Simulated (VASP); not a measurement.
# ZrC (Fm-3m) in VASP: further runs

Aim: see how the results for ZrC move with the level of theory and the settings. Levels: r2SCAN, r2SCAN+D4. Tasks: single point.

All numbers are computed with VASP 6.6.1; they aren't measurements. Logs are shortened: lines on timing, memory, paths and dates and some standing lists are left out, and cuts for length are marked.

## 1. The cell of the first run

It takes space group Fm-3m (No. 225, cubic). Conventional cell: a = 4.711 Å, b = 4.711 Å, c = 4.711 Å, α = 90.00°, β = 90.00°, γ = 90.00°. Zr (site symmetry m-3m) has 6 C at 2.36 Å within 3.1 Å. Within 3.1 Å of C (site symmetry m-3m) lie 6 Zr at 2.36 Å.

## 2. Single point, r2SCAN (13.07 Å³/atom)

The input, POSCAR:

```
ZrC
1.0
    0.0000000000      2.3555587695      2.3555587695
    2.3555587695      0.0000000000      2.3555587695
    2.3555587695      2.3555587695      0.0000000000
Zr C
1 1
Direct
    0.5000000000      0.5000000000      0.5000000000
    0.0000000000      0.0000000000      0.0000000000
```

The input, INCAR.step1:

```
SYSTEM = ZrC
PREC     = Accurate       ! precision mode
ENCUT    = 660            ! plane-wave cutoff, eV
ISMEAR   = 0              ! smearing method
SIGMA    = 0.05           ! smearing width, eV
LREAL    = .False.        ! projectors in reciprocal space
LASPH    = .True.         ! aspherical terms in the spheres
NELM     = 120            ! most SCF steps
NBANDS   = 15             ! bands
GGA      = PE             ! functional
ALGO     = Normal         ! electronic algorithm
EDIFF    = 1E-5           ! SCF threshold, eV
LWAVE    = .True.         ! write WAVECAR
LCHARG   = .False.        ! write CHGCAR
GGA_COMPAT= .False.
```

The input, INCAR.step2:

```
SYSTEM = ZrC
PREC     = Accurate       ! precision mode
ENCUT    = 660            ! plane-wave cutoff, eV
EDIFF    = 1E-6           ! SCF threshold, eV
ISMEAR   = 0              ! smearing method
SIGMA    = 0.05           ! smearing width, eV
LREAL    = .False.        ! projectors in reciprocal space
LASPH    = .True.         ! aspherical terms in the spheres
NELM     = 120            ! most SCF steps
ALGO     = Normal         ! electronic algorithm
ISIF     = 2              ! what is computed and relaxed
LWAVE    = .False.        ! write WAVECAR
LCHARG   = .False.        ! write CHGCAR
METAGGA  = R2SCAN         ! meta-GGA
LMIXTAU  = .True.       
NBANDS   = 15             ! bands
ISTART   = 1            
GGA_COMPAT= .False.
```

The input, KPOINTS:

```
Automatic mesh
0
Gamma
  8 8 8
  0 0 0
```

Potentials or basis: VASP PAW PBE potentials, release 64 (Zr_sv, C).

Run with:

```
$ cat potpaw_PBE.64/Zr_sv/POTCAR potpaw_PBE.64/C/POTCAR > POTCAR
$ cp INCAR.step1 INCAR
$ mpirun -np 1 vasp_std > vasp.out
$ cp INCAR.step2 INCAR
$ mpirun -np 1 vasp_std > vasp.out
```

OUTCAR:

```text
SYSTEM = ZrC
   PREC = Accurate
   ENCUT = 660
   EDIFF = 1E-6
   ISMEAR = 0
   LREAL = .False.
   LASPH = .True.
   NELM = 120
   ISIF = 2
   METAGGA = R2SCAN
   ISTART = 1

 ion  position               nearest neighbor table
   1  0.500  0.500  0.500-   2 2.36   2 2.36   2 2.36   2 2.36   2 2.36   2 2.36
   2  0.000  0.000  0.000-   1 2.36   1 2.36   1 2.36   1 2.36   1 2.36   1 2.36

  LATTYP: Found a face centered cubic cell.
 ALAT       =     4.7111175390

  Lattice vectors:

 A1 = (   0.0000000000,   2.3555587695,   2.3555587695)
 A2 = (   2.3555587695,   0.0000000000,   2.3555587695)
 A3 = (   2.3555587695,   2.3555587695,   0.0000000000)

Analysis of symmetry for initial positions (statically):
=====================================================================
 Subroutine PRICEL returns:
 Original cell was already a primitive cell.

 Routine SETGRP: Setting up the symmetry group for a
 face centered cubic supercell.

 Subroutine GETGRP returns: Found 48 space group operations
 (whereof 48 operations were pure point group operations)
 out of a pool of 48 trial point group operations.

The static configuration has the point symmetry O_h .

Analysis of symmetry for dynamics (positions and initial velocities):
=====================================================================
 Subroutine PRICEL returns:
 Original cell was already a primitive cell.

 Routine SETGRP: Setting up the symmetry group for a
 face centered cubic supercell.

 Subroutine GETGRP returns: Found 48 space group operations
 (whereof 48 operations were pure point group operations)
 out of a pool of 48 trial point group operations.

The dynamic configuration has the point symmetry O_h .

 Subroutine INISYM returns: Found 48 space group operations
 (whereof 48 operations are pure point group operations),
 and found     1 'primitive' translations

----------------------------------------------------------------------------------------

                                     Primitive cell

  volume of cell :      26.1404

  direct lattice vectors                    reciprocal lattice vectors
     0.000000000  2.355558769  2.355558769    -0.212263861  0.212263861  0.212263861
     2.355558769  0.000000000  2.355558769     0.212263861 -0.212263861  0.212263861
     2.355558769  2.355558769  0.000000000     0.212263861  0.212263861 -0.212263861

  length of vectors
     3.331263159  3.331263159  3.331263159     0.367651792  0.367651792  0.367651792

  position of ions in fractional coordinates (direct lattice)
     0.500000000  0.500000000  0.500000000
     0.000000000  0.000000000  0.000000000

  ion indices of the primitive-cell ions
   primitive index   ion index
                 1           1
                 2           2

----------------------------------------------------------------------------------------

 KPOINTS: Automatic mesh

Automatic generation of k-mesh.
 Grid dimensions read from file:
 generate k-points for:    8    8    8

 Generating k-lattice:

  Cartesian coordinates                     Fractional coordinates (reciprocal lattice)
    -0.026532983  0.026532983  0.026532983     0.125000000  0.000000000  0.000000000
     0.026532983 -0.026532983  0.026532983     0.000000000  0.125000000  0.000000000
     0.026532983  0.026532983 -0.026532983     0.000000000  0.000000000  0.125000000

  Length of vectors
     0.045956474  0.045956474  0.045956474

  Shift w.r.t. Gamma in fractional coordinates (k-lattice)
     0.000000000  0.000000000  0.000000000

 Subroutine IBZKPT returns following result:
 ===========================================

 Found     29 irreducible k-points:

 Following reciprocal coordinates:
            Coordinates               Weight
  0.000000  0.000000  0.000000      1.000000
  0.125000  0.000000  0.000000      8.000000
  0.250000  0.000000  0.000000      8.000000
  0.375000  0.000000  0.000000      8.000000
  0.500000  0.000000  0.000000      4.000000
  0.125000  0.125000  0.000000      6.000000
[... 16 lines left out ...]
  0.500000  0.250000  0.125000     48.000000
 -0.375000  0.250000  0.125000     24.000000
 [... further k-points ...]
   k-points           NKPTS =     29   k-points in BZ     NKDIM =     29   number of bands    NBANDS=     15
   number of dos      NEDOS =    301   number of ions     NIONS =      2
   total plane-waves  NPLWV =  21952
   dimension x,y,z NGX =    28 NGY =   28 NGZ =   28
   dimension x,y,z NGXF=    56 NGYF=   56 NGZF=   56
   ions per type =               1   1
   NGX,Y,Z   is equivalent  to a cutoff of  13.97, 13.97, 13.97 a.u.
   NGXF,Y,Z  is equivalent  to a cutoff of  27.95, 27.95, 27.95 a.u.
 SYSTEM =  ZrC
   PREC   = accura    normal or accurate (medium, high low for compatibility)
   ISTART =      1    job   : 0-new  1-cont  2-samecut
   ICHARG =      0    charge: 1-file 2-atom 10-const
   ISPIN  =      1    spin polarized calculation?
   LNONCOLLINEAR =      F non collinear calculations
   LSORBIT =      F    spin-orbit coupling
   LASPH  =      T    aspherical Exc in radial PAW
   ENCUT  =  660.0 eV  48.51 Ry    6.96 a.u.   6.98  6.98  6.98*2*pi/ulx,y,z
   NELM   =    120;   NELMIN=  2; NELMDL=  0     # of ELM steps
   EDIFF  = 0.1E-05   stopping-criterion for ELM
   LREAL  =      F    real-space projection
   EDIFFG = 0.1E-04   stopping-criterion for IOM
   NSW    =      0    number of steps for IOM
   IBRION =     -1    ionic relax: 0-MD 1-quasi-New 2-CG
   NFREE  =      0    steps in history (QN), initial steepest desc. (CG)
   ISIF   =      2    stress and relaxation
   ISYM   =      2    0-nonsym 1-usesym 2-fastsym
   POTIM  = 0.5000    time-step for ionic-motion
   TEBEG  =    0.0;   TEEND  =   0.0 temperature during run
   PSTRESS=    0.0 pullay stress
   NELECT =      16.0000    total number of electrons
   NUPDOWN=      -1.0000    fix difference up-down
   EMIN   =  10.00;   EMAX   =-10.00  energy-range for DOS
   EFERMI =   0.00;   METHOD = LEGACY
   ISMEAR =     0;   SIGMA  =   0.05  broadening in eV -4-tet -1-fermi 0-gaus
   EFERMI_NEDOS =   21; number of points for ismear=-14 and -15
   IALGO  =     38    algorithm
   IMIX   =      4    mixing-type and parameters
     AMIX     =   0.40;   BMIX     =  1.00
     AMIX_MAG =   1.60;   BMIX_MAG =  1.00
  volume/ion in A,a.u.               =      13.07        88.20
  Fermi-wavevector in a.u.,A,eV,Ry     =   1.389987  2.626695 26.287342  1.932065
  Thomas-Fermi vector in A             =   2.513966
   LORBIT       =      0    0 simple, 1 ext, 2 COOP (PROOUT), +10 PAW based schemes
   METAGGA = R2SCAN    functional components
   LHFCALC =     F    Hartree Fock is set to
   AEXX    =    0.0000 exact exchange contribution
   IVDW    =     0    specifies the selected vdW correction
   LEPSILON=     F    determine dielectric tensor
   LRPA    =     F    only Hartree local field effects (RPA)
 non-spin polarized calculation
 Gauss-broadening in eV      SIGMA  =   0.05
  energy-cutoff  :      660.00
  volume of cell :       26.14
 maximum number of plane-waves:      1036
   NGX = 13   NGY = 13   NGZ = 13

 number of electron      16.0000000 magnetization

 Free energy of the ion-electron system (eV)
  ---------------------------------------------------
  ext. energy  EPLUGINS =         0.00000000
  ---------------------------------------------------
  free energy    TOTEN  =       -34.72281559 eV

  energy without entropy =      -34.72200695  energy(sigma->0) =      -34.72241127

 E-fermi :   9.5216     XC(G=0): -12.9048

 val. band max:        9.3613194424   @ k =   0.3750   0.3750   0.0000
 cond. band min:       9.5263915523   @ k =   0.1250   0.1250   0.0000
 fundamental gap:      0.1650721099
 Fermi energy:         9.5216034246

 k-point     1 :       0.0000    0.0000    0.0000
  band No.  band energies     occupation
      1     -40.2805      2.00000
      2     -17.2870      2.00000
      3     -17.2870      2.00000
      4     -17.2870      2.00000
      5      -2.4454      2.00000
      6      10.4890      0.00000
      7      10.4890      0.00000
      8      10.4890      0.00000
      9      10.8821      0.00000
     10      10.8821      0.00000
     11      10.8821      0.00000
     12      12.5153      0.00000
     13      12.5153      0.00000
     14      17.4369      0.00000
     15      20.6922      0.00000

 k-point     2 :       0.1250    0.0000    0.0000
  band No.  band energies     occupation
      1     -40.2655      2.00000
      2     -17.4225      2.00000
      3     -17.2982      2.00000
      4     -17.2982      2.00000
      5      -2.0922      2.00000
      6       8.8069      2.00000
      7       9.1436      2.00000
      8       9.1436      2.00000
      9      11.3772      0.00000
     10      11.3772      0.00000
     11      11.8157      0.00000
     12      14.1204      0.00000
     13      14.1204      0.00000
     14      18.1726      0.00000
     15      21.6166      0.00000

 k-point     3 :       0.2500    0.0000    0.0000
  band No.  band energies     occupation
      1     -40.2290      2.00000
      2     -17.7363      2.00000
      3     -17.3250      2.00000
      4     -17.3250      2.00000
      5      -1.1675      2.00000
      6       6.7354      2.00000
      7       7.7080      2.00000
      8       7.7080      2.00000
      9      12.3712      0.00000
     10      12.3712      0.00000
     11      12.5978      0.00000
     12      16.6473      0.00000
     13      16.6473      0.00000
     14      19.2633      0.00000
     15      23.3138      0.00000
[... 343 lines left out ...]
 k-point    23 :       0.5000    0.2500    0.1250
  band No.  band energies     occupation
      1     -40.1722      2.00000
      2     -17.9489      2.00000
      3     -17.5636      2.00000
      4     -17.4118      2.00000
      5      -0.2771      2.00000
      6       5.3974      2.00000
      7       6.9990      2.00000
      8       7.3479      2.00000
      9      12.0799      0.00000
     10      14.4545      0.00000
     11      14.9437      0.00000
     12      16.5226      0.00000
     13      18.7514      0.00000
     14      20.8211      0.00000
     15      24.0154      0.00000

 k-point    24 :      -0.3750    0.2500    0.1250
  band No.  band energies     occupation
      1     -40.1599      2.00000
      2     -18.0164      2.00000
      3     -17.5837      2.00000
      4     -17.4375      2.00000
      5      -0.0455      2.00000
      6       5.1807      2.00000
      7       6.9218      2.00000
      8       7.0216      2.00000
      9      13.1972      0.00000
     10      13.6586      0.00000
     11      15.1336      0.00000
     12      17.9303      0.00000
     13      18.7094      0.00000
     14      20.3374      0.00000
     15      24.0011      0.00000

 [... further k-points ...]

------------------------ aborting loop because EDIFF is reached ----------------------------------------

  FORCE on cell =-STRESS in cart. coord.  units (eV):
  Direction    XX          YY          ZZ          XY          YZ          ZX
  --------------------------------------------------------------------------------------
  -------------------------------------------------------------------------------------
  Total        0.0175961      0.0175961      0.0175961      0.0000000     -0.0000000      0.0000000
  in kB        1.0784874      1.0784874      1.0784874      0.0000000     -0.0000000      0.0000000
  external PRESSURE =       1.0784874 kB  Pullay stress =       0.0000000 kB

 VOLUME and BASIS-vectors are now :
 -----------------------------------------------------------------------------
  energy-cutoff  :      660.00
  volume of cell :       26.14
      direct lattice vectors                 reciprocal lattice vectors
     0.000000000  2.355558769  2.355558769    -0.212263861  0.212263861  0.212263861
     2.355558769  0.000000000  2.355558769     0.212263861 -0.212263861  0.212263861
     2.355558769  2.355558769  0.000000000     0.212263861  0.212263861 -0.212263861

 POSITION                                       TOTAL-FORCE (eV/Angst)
 -----------------------------------------------------------------------------------
      2.35556      2.35556      2.35556         0.000000      0.000000      0.000000
      0.00000      0.00000      0.00000        -0.000000     -0.000000     -0.000000
 -----------------------------------------------------------------------------------
    total drift:                                0.000000      0.000000      0.000000

  FREE ENERGIE OF THE ION-ELECTRON SYSTEM (eV)
  ---------------------------------------------------
  free  energy   TOTEN  =       -34.7228155927 eV

  energy  without entropy=      -34.7220069461  energy(sigma->0) =      -34.72241127
```

Run time: 3.2 min. Hardware: 1 thread of Intel Xeon 8259CL, shared host; peak memory 0.14 GiB.

Results:

```
Free energy            : -34.7228 eV
Pressure               : 0.1 GPa
Band gap on the k mesh : zero (bands 8 and 9 overlap by 1.32 eV)
```

Levels at points of the mesh, in eV from the Fermi level:
```csv
k point,band 5,band 6,band 7,band 8,band 9,band 10,band 11,band 12
"(0.00, 0.00, 0.00)",-11.97,0.97,0.97,0.97,1.36,1.36,1.36,2.99
"(0.50, 0.00, 0.00)",-8.89,-5.40,-3.04,-3.04,4.82,4.82,5.72,6.99
"(0.50, 0.50, 0.00)",-10.83,-2.17,-1.56,0.04,0.04,4.63,5.98,5.98
```

Caveat: the PAW data sets were made with another functional, which shifts forces and pressure a little.

## 3. Single point, r2SCAN+D4 (13.27 Å³/atom)

This run uses another cell than the first one, of 13.27 Å³/atom.

The input, POSCAR:

```
ZrC
1.0
    0.0000000000      2.3672211158      2.3672211158
    2.3672211158      0.0000000000      2.3672211158
    2.3672211158      2.3672211158      0.0000000000
Zr C
1 1
Direct
    0.5000000000      0.5000000000      0.5000000000
    0.0000000000      0.0000000000      0.0000000000
```

The input, INCAR.step1:

```
SYSTEM = ZrC
  PREC = Accurate
  ENCUT = 660
  ISMEAR = 0
  SIGMA = 0.05
  LREAL = .False.
  LASPH = .True.
  NELM = 120
  NBANDS = 15
  GGA = PE
  ALGO = Normal
  EDIFF = 1E-5
  LWAVE = .True.
  LCHARG = .False.
  GGA_COMPAT = .False.
```

The input, INCAR.step2:

```
SYSTEM = ZrC
  PREC = Accurate
  ENCUT = 660
  EDIFF = 1E-6
  ISMEAR = 0
  SIGMA = 0.05
  LREAL = .False.
  LASPH = .True.
  NELM = 120
  ALGO = Normal
  ISIF = 2
  LWAVE = .False.
  LCHARG = .False.
  METAGGA = R2SCAN
  LMIXTAU = .True.
  IVDW = 13
  VDW_S6 = 1.0
  VDW_S8 = 0.6018749
  VDW_A1 = 0.51559235
  VDW_A2 = 5.77342911
  NBANDS = 15
  ISTART = 1
  GGA_COMPAT = .False.
```

KPOINTS is that of step 2.

Potentials or basis: VASP PAW PBE potentials, release 64 (Zr_sv, C).

Run with:

```
$ cat potpaw_PBE.64/Zr_sv/POTCAR potpaw_PBE.64/C/POTCAR > POTCAR
$ cp INCAR.step1 INCAR
$ mpirun -np 1 vasp_std > vasp.out
$ cp INCAR.step2 INCAR
$ mpirun -np 1 vasp_std > vasp.out
```

Run time: 3.5 min. Hardware: 1 thread of Intel Xeon 8259CL, shared host; peak memory 0.14 GiB.

Results (log left out):

| Quantity | Value |
| --- | --- |
| Free energy | -34.8943 eV |
| Pressure | -4.3 GPa |
| Band gap on the k mesh | zero (bands 8 and 9 overlap by 1.31 eV) |
| Dispersion energy per atom | -0.088 eV |

Levels at points of the mesh, in eV from the Fermi level:
```tsv
k point	band 6	band 7	band 8	band 9	band 10	band 11
(0.00, 0.00, 0.00)	0.96	0.96	0.96	1.35	1.35	1.35
(0.50, 0.00, 0.00)	-5.34	-2.99	-2.99	4.74	4.74	5.62
(0.50, 0.50, 0.00)	-2.20	-1.52	0.03	0.03	4.55	5.87
```

Caveat: the cell stands under tension; the PAW data sets were made with another functional, which shifts forces and pressure a little.

[end of part 1 of 2]

The gap in the log of VASP goes by the Fermi energy; the results here count the filled bands.